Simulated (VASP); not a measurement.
Ti, 1 atom in the cell. Symmetry: I4/mmm, No. 139, tetragonal system. Conventional cell: a = 3.210 Å, b = 3.210 Å, c = 3.130 Å, α = 90.00°, β = 90.00°, γ = 90.00°. Ti (site symmetry 4/mmm) has 14 Ti at 2.76 to 3.21 Å within 3.6 Å.  This cell differs from its parent crystal: strain +0.000 along x and y, -0.025 along z.

* Program: VASP 6.6.1
* Task: single point
* Functional: PBEsol
* Potentials or basis: VASP PAW PBE potentials, release 64 (Ti_sv)
* Cutoff: 520 eV
* k mesh: 26 × 26 × 26
* Occupations: gaussian, width 0.15 eV
* Spin: no spin polarisation
* Dipole correction: no
* Further INCAR settings: ALGO = Fast; EDIFF = 1e-06; NBANDS = 12

Potentials or basis: VASP PAW PBE potentials, release 64 (Ti_sv).

Command:

```bash
$ cat potpaw_PBE.64/Ti_sv/POTCAR > POTCAR
$ mpirun -np 1 vasp_std > vasp.out
```

Hardware: 1 thread of Intel(R) Xeon(R) Platinum 8259CL CPU @ 2.50GHz (Skylake/Cascade Lake), with other jobs on the host.

How long does it take, and how much memory?

Run time: 5.3 min on 1 thread of Intel(R) Xeon(R) Platinum 8259CL CPU @ 2.50GHz (Skylake/Cascade Lake) (shared host), peak memory 0.36 GiB. Counts: scf iterations 21, k points 1330.
